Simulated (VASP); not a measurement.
# Ti2NbC3 (P-6m2) in VASP: further runs

Ti2NbC3 is run at these levels: PBE; tasks: single point, relaxation of cell and atoms.

All numbers are computed with VASP 6.6.1; they aren't measurements. Logs are shortened: lines on timing, memory, paths and dates and some standing lists are left out, and cuts for length are marked.

### 1 The cell of the first run

It takes space group P-6m2 (No. 187, hexagonal). Conventional cell: a = 3.351 Å, b = 3.351 Å, c = 7.714 Å, α = 90.00°, β = 90.00°, γ = 120.00°. Ti (site symmetry 3m) has 6 C at 2.31 Å and 1 Ti at 2.54 Å within 3.1 Å. Within 2.6 Å of Nb (site symmetry -6m2) lie 3 C at 1.93 Å. C (site symmetry -6m2) has 3 C at 1.93 Å and 6 Ti at 2.31 Å within 2.6 Å. C (site symmetry -6m2) has 3 Nb at 1.93 Å within 2.6 Å. C (site symmetry -6m2) has 3 C at 1.93 Å and 6 Ti at 2.31 Å within 2.6 Å.

### 2 Single point, PBE

INCAR reads:

```
  PREC = Accurate
  ENCUT = 520
  EDIFF = 1E-6
  ISMEAR = 0
  SIGMA = 0.1
  LREAL = F
  LASPH = T
  NELM = 60
  ALGO = Normal
  ISIF = 2
  LWAVE = F
  LCHARG = F
  GGA = PE
  NBANDS = 34
```

KPOINTS reads:

```
Automatic mesh
0
Gamma
  12 12 6
```

POSCAR reads:

```
Ti2NbC3
1.0
    3.3512229000      0.0000000000      0.0000000000
   -1.6756114500      2.9022441652      0.0000000000
    0.0000000000      0.0000000000      7.7139651140
Ti Nb C
2 1 3
Direct
    0.6666666667      0.3333333333      0.3354368451
    0.6666666667      0.3333333333      0.6645631549
    0.0000000000      0.0000000000      0.0000000000
    0.0000000000      0.0000000000      0.5000000000
    0.3333333333      0.6666666667      0.0000000000
    0.3333333333      0.6666666667      0.5000000000
```

Potentials or basis: VASP PAW PBE potentials, release 64 (Ti_sv, Nb_sv, C).

Launch:

```
> cat potpaw_PBE.64/Ti_sv/POTCAR potpaw_PBE.64/Nb_sv/POTCAR potpaw_PBE.64/C/POTCAR > POTCAR
> mpirun -np 1 vasp_std > vasp.out
```

OUTCAR:

```text
PREC = Accurate
   ENCUT = 520
   EDIFF = 1E-6
   ISMEAR = 0
   LREAL = F
   LASPH = T
   NELM = 60
   ISIF = 2
   GGA = PE

 ion  position               nearest neighbor table
   1  0.667  0.333  0.335-   6 2.31   4 2.31   6 2.31   4 2.31   4 2.31   6 2.31   2 2.54
   2  0.667  0.333  0.665-   6 2.31   4 2.31   6 2.31   4 2.31   4 2.31   6 2.31   1 2.54
   3  0.000  0.000  0.000-   5 1.93   5 1.93   5 1.93
   4  0.000  0.000  0.500-   6 1.93   6 1.93   6 1.93   1 2.31   2 2.31   2 2.31   1 2.31   2 2.31
                             1 2.31
   5  0.333  0.667  0.000-   3 1.93   3 1.93   3 1.93
   6  0.333  0.667  0.500-   4 1.93   4 1.93   4 1.93   1 2.31   2 2.31   1 2.31   2 2.31   1 2.31
                             2 2.31

  LATTYP: Found a hexagonal cell.
 ALAT       =     3.3512229000
 C/A-ratio  =     2.3018358803

  Lattice vectors:

 A1 = (   3.3512229000,   0.0000000000,   0.0000000000)
 A2 = (  -1.6756114500,   2.9022441652,   0.0000000000)
 A3 = (   0.0000000000,   0.0000000000,   7.7139651140)

Analysis of symmetry for initial positions (statically):
=====================================================================
 Subroutine PRICEL returns:
 Original cell was already a primitive cell.

 Routine SETGRP: Setting up the symmetry group for a
 hexagonal supercell.

 Subroutine GETGRP returns: Found 12 space group operations
 (whereof 12 operations were pure point group operations)
 out of a pool of 24 trial point group operations.

The static configuration has the point symmetry D_3h.

Analysis of symmetry for dynamics (positions and initial velocities):
=====================================================================
 Subroutine PRICEL returns:
 Original cell was already a primitive cell.

 Routine SETGRP: Setting up the symmetry group for a
 hexagonal supercell.

 Subroutine GETGRP returns: Found 12 space group operations
 (whereof 12 operations were pure point group operations)
 out of a pool of 24 trial point group operations.

The dynamic configuration has the point symmetry D_3h.

 Subroutine INISYM returns: Found 12 space group operations
 (whereof 12 operations are pure point group operations),
 and found     1 'primitive' translations

----------------------------------------------------------------------------------------

                                     Primitive cell

  volume of cell :      75.0265

  direct lattice vectors                    reciprocal lattice vectors
     3.351222900  0.000000000  0.000000000     0.298398534  0.172280474  0.000000000
    -1.675611450  2.902244165  0.000000000     0.000000000  0.344560948  0.000000000
     0.000000000  0.000000000  7.713965114     0.000000000  0.000000000  0.129635017

  length of vectors
     3.351222900  3.351222900  7.713965114     0.344560948  0.344560948  0.129635017

  position of ions in fractional coordinates (direct lattice)
     0.666666667  0.333333333  0.335436845
     0.666666667  0.333333333  0.664563155
     0.000000000  0.000000000  0.000000000
     0.000000000  0.000000000  0.500000000
     0.333333333  0.666666667  0.000000000
     0.333333333  0.666666667  0.500000000

  ion indices of the primitive-cell ions
   primitive index   ion index
                 1           1
                 2           2
                 3           3
                 4           4
                 5           5
                 6           6

----------------------------------------------------------------------------------------

 KPOINTS: Automatic mesh

Automatic generation of k-mesh.
 Grid dimensions read from file:
 generate k-points for:   12   12    6

 Generating k-lattice:

  Cartesian coordinates                     Fractional coordinates (reciprocal lattice)
     0.024866544  0.014356706  0.000000000     0.083333333  0.000000000  0.000000000
     0.000000000  0.028713412  0.000000000     0.000000000  0.083333333  0.000000000
     0.000000000  0.000000000  0.021605836     0.000000000  0.000000000  0.166666667

  Length of vectors
     0.028713412  0.028713412  0.021605836

  Shift w.r.t. Gamma in fractional coordinates (k-lattice)
     0.000000000  0.000000000  0.000000000

 Subroutine IBZKPT returns following result:
 ===========================================

 Found     76 irreducible k-points:

 Following reciprocal coordinates:
            Coordinates               Weight
  0.000000  0.000000  0.000000      1.000000
  0.083333  0.000000  0.000000      6.000000
  0.166667  0.000000  0.000000      6.000000
  0.250000  0.000000  0.000000      6.000000
  0.333333  0.000000  0.000000      6.000000
  0.416667  0.000000  0.000000      6.000000
[... 16 lines left out ...]
  0.250000  0.000000  0.166667     12.000000
  0.333333  0.000000  0.166667     12.000000
 [... further k-points ...]
   k-points           NKPTS =     76   k-points in BZ     NKDIM =     76   number of bands    NBANDS=     34
   number of dos      NEDOS =    301   number of ions     NIONS =      6
   total plane-waves  NPLWV =  47040
   dimension x,y,z NGX =    28 NGY =   28 NGZ =   60
   dimension x,y,z NGXF=    56 NGYF=   56 NGZF=  120
   ions per type =               2   1   3
   NGX,Y,Z   is equivalent  to a cutoff of  13.89, 13.89, 12.93 a.u.
   NGXF,Y,Z  is equivalent  to a cutoff of  27.78, 27.78, 25.86 a.u.
 SYSTEM =  unknown system
   PREC   = accura    normal or accurate (medium, high low for compatibility)
   ISTART =      0    job   : 0-new  1-cont  2-samecut
   ICHARG =      2    charge: 1-file 2-atom 10-const
   ISPIN  =      1    spin polarized calculation?
   LNONCOLLINEAR =      F non collinear calculations
   LSORBIT =      F    spin-orbit coupling
   LASPH  =      T    aspherical Exc in radial PAW
   ENCUT  =  520.0 eV  38.22 Ry    6.18 a.u.   6.23  6.23 14.34*2*pi/ulx,y,z
   NELM   =     60;   NELMIN=  2; NELMDL= -5     # of ELM steps
   EDIFF  = 0.1E-05   stopping-criterion for ELM
   LREAL  =      F    real-space projection
   EDIFFG = 0.1E-04   stopping-criterion for IOM
   NSW    =      0    number of steps for IOM
   IBRION =     -1    ionic relax: 0-MD 1-quasi-New 2-CG
   NFREE  =      0    steps in history (QN), initial steepest desc. (CG)
   ISIF   =      2    stress and relaxation
   ISYM   =      2    0-nonsym 1-usesym 2-fastsym
   POTIM  = 0.5000    time-step for ionic-motion
   TEBEG  =    0.0;   TEEND  =   0.0 temperature during run
   PSTRESS=    0.0 pullay stress
   NELECT =      49.0000    total number of electrons
   NUPDOWN=      -1.0000    fix difference up-down
   EMIN   =  10.00;   EMAX   =-10.00  energy-range for DOS
   EFERMI =   0.00;   METHOD = LEGACY
   ISMEAR =     0;   SIGMA  =   0.10  broadening in eV -4-tet -1-fermi 0-gaus
   EFERMI_NEDOS =   21; number of points for ismear=-14 and -15
   IALGO  =     38    algorithm
   IMIX   =      4    mixing-type and parameters
     AMIX     =   0.40;   BMIX     =  1.00
     AMIX_MAG =   1.60;   BMIX_MAG =  1.00
  volume/ion in A,a.u.               =      12.50        84.38
  Fermi-wavevector in a.u.,A,eV,Ry     =   1.420371  2.684113 27.449136  2.017455
  Thomas-Fermi vector in A             =   2.541294
   LORBIT       =      0    0 simple, 1 ext, 2 COOP (PROOUT), +10 PAW based schemes
   GGA     = PE    functional components
   LHFCALC =     F    Hartree Fock is set to
   AEXX    =    0.0000 exact exchange contribution
   IVDW    =     0    specifies the selected vdW correction
   LEPSILON=     F    determine dielectric tensor
   LRPA    =     F    only Hartree local field effects (RPA)
 non-spin polarized calculation
 Gauss-broadening in eV      SIGMA  =   0.10
  energy-cutoff  :      520.00
  volume of cell :       75.03
 maximum number of plane-waves:      2056
 NGX is ok and might be reduce to    28
   NGX = 13   NGY = 13   NGZ = 29

 number of electron      48.9999997 magnetization

 Free energy of the ion-electron system (eV)
  ---------------------------------------------------
  ext. energy  EPLUGINS =         0.00000000
  ---------------------------------------------------
  free energy    TOTEN  =       -50.02245515 eV

  energy without entropy =      -50.00012680  energy(sigma->0) =      -50.01129098

 E-fermi :   8.7127     XC(G=0): -11.7731

 val. band max:        8.7057215567   @ k =   0.4167   0.0833   0.0000
 cond. band min:       8.7240996972   @ k =   0.2500   0.1667   0.3333
 fundamental gap:      0.0183781404
 Fermi energy:         8.7126613606

 k-point     1 :       0.0000    0.0000    0.0000
  band No.  band energies     occupation
      1     -48.4063      2.00000
      2     -48.3105      2.00000
      3     -45.7959      2.00000
      4     -24.9393      2.00000
      5     -24.6258      2.00000
      6     -24.6258      2.00000
[... 26 lines left out ...]
     33      11.5317      0.00000
     34      11.5321      0.00000

 k-point     2 :       0.0833    0.0000    0.0000
  band No.  band energies     occupation
      1     -48.4052      2.00000
      2     -48.3096      2.00000
      3     -45.7932      2.00000
      4     -24.9369      2.00000
      5     -24.6371      2.00000
      6     -24.6285      2.00000
[... 26 lines left out ...]
     33      11.6151      0.00000
     34      11.6542      0.00000

 k-point     3 :       0.1667    0.0000    0.0000
  band No.  band energies     occupation
      1     -48.4023      2.00000
      2     -48.3069      2.00000
      3     -45.7860      2.00000
      4     -24.9303      2.00000
      5     -24.6681      2.00000
      6     -24.6359      2.00000
[... 26 lines left out ...]
     33      11.7877      0.00000
     34      12.1576      0.00000
[... 704 lines left out ...]
 k-point    23 :       0.2500    0.0000    0.1667
  band No.  band energies     occupation
      1     -48.3982      2.00000
      2     -48.3033      2.00000
      3     -45.7760      2.00000
      4     -24.9213      2.00000
      5     -24.7107      2.00000
      6     -24.6459      2.00000
[... 26 lines left out ...]
     33      11.8727      0.00000
     34      12.5456      0.00000

 k-point    24 :       0.3333    0.0000    0.1667
  band No.  band energies     occupation
      1     -48.3941      2.00000
      2     -48.2997      2.00000
      3     -45.7661      2.00000
      4     -24.9110      2.00000
      5     -24.7534      2.00000
      6     -24.6560      2.00000
[... 26 lines left out ...]
     33      11.7724      0.00000
     34      12.6777      0.00000

 [... further k-points ...]

------------------------ aborting loop because EDIFF is reached ----------------------------------------

  FORCE on cell =-STRESS in cart. coord.  units (eV):
  Direction    XX          YY          ZZ          XY          YZ          ZX
  --------------------------------------------------------------------------------------
  -------------------------------------------------------------------------------------
  Total        0.0094359      0.0094359      0.0864373     -0.0000000     -0.0000000     -0.0000000
  in kB        0.2015028      0.2015028      1.8458529     -0.0000000     -0.0000000     -0.0000000
  external PRESSURE =       0.7496195 kB  Pullay stress =       0.0000000 kB

 VOLUME and BASIS-vectors are now :
 -----------------------------------------------------------------------------
  energy-cutoff  :      520.00
  volume of cell :       75.03
      direct lattice vectors                 reciprocal lattice vectors
     3.351222900  0.000000000  0.000000000     0.298398534  0.172280474  0.000000000
    -1.675611450  2.902244165  0.000000000     0.000000000  0.344560948  0.000000000
     0.000000000  0.000000000  7.713965114     0.000000000  0.000000000  0.129635017

 POSITION                                       TOTAL-FORCE (eV/Angst)
 -----------------------------------------------------------------------------------
      1.67561      0.96741      2.58755         0.000000      0.000000     -0.048969
      1.67561      0.96741      5.12642         0.000000     -0.000000      0.048969
      0.00000      0.00000      0.00000        -0.000000      0.000000      0.000000
      0.00000      0.00000      3.85698        -0.000000      0.000000      0.000000
     -0.00000      1.93483      0.00000         0.000000     -0.000000      0.000000
     -0.00000      1.93483      3.85698        -0.000000      0.000000      0.000000
 -----------------------------------------------------------------------------------
    total drift:                               -0.000000      0.000000      0.000000

  FREE ENERGIE OF THE ION-ELECTRON SYSTEM (eV)
  ---------------------------------------------------
  free  energy   TOTEN  =       -50.0224551479 eV

  energy  without entropy=      -50.0001268032  energy(sigma->0) =      -50.01129098
```

Wall time 6.6 min (1 thread of Intel Xeon Platinum 8124M at 3.00GHz (Skylake/Cascade Lake), shared host); peak memory 0.33 GiB.

Results:

```
Free energy   : -50.0225 eV
Pressure      : 0.1 GPa
Largest force : 0.049 eV/Å
```

Forces in eV/Å, atoms in the order of the input:
```
Ti   0.000  0.000 -0.049
Ti   0.000  0.000  0.049
Nb   0.000  0.000  0.000
C    0.000  0.000  0.000
C    0.000  0.000  0.000
C    0.000  0.000  0.000
```

Levels at points of the mesh, in eV from the Fermi level:
| k point | band 22 | band 23 | band 24 | band 25 | band 26 | band 27 | band 28 | band 29 |
| --- | --- | --- | --- | --- | --- | --- | --- | --- |
| (0.00, 0.00, 0.00) | -2.26 | -1.55 | -1.55 | -0.83 | 0.36 | 0.36 | 1.62 | 1.62 |
| (0.50, 0.00, 0.00) | -1.39 | -1.29 | 0.41 | 0.42 | 0.59 | 1.25 | 1.58 | 2.15 |
| (0.00, 0.00, 0.50) | -1.60 | -1.60 | -1.17 | -1.05 | 0.56 | 0.56 | 1.59 | 1.59 |
| (0.50, 0.00, 0.50) | -1.40 | -0.77 | -0.12 | 0.51 | 0.97 | 1.18 | 1.26 | 1.75 |

(Continued in part 2 of 2.)
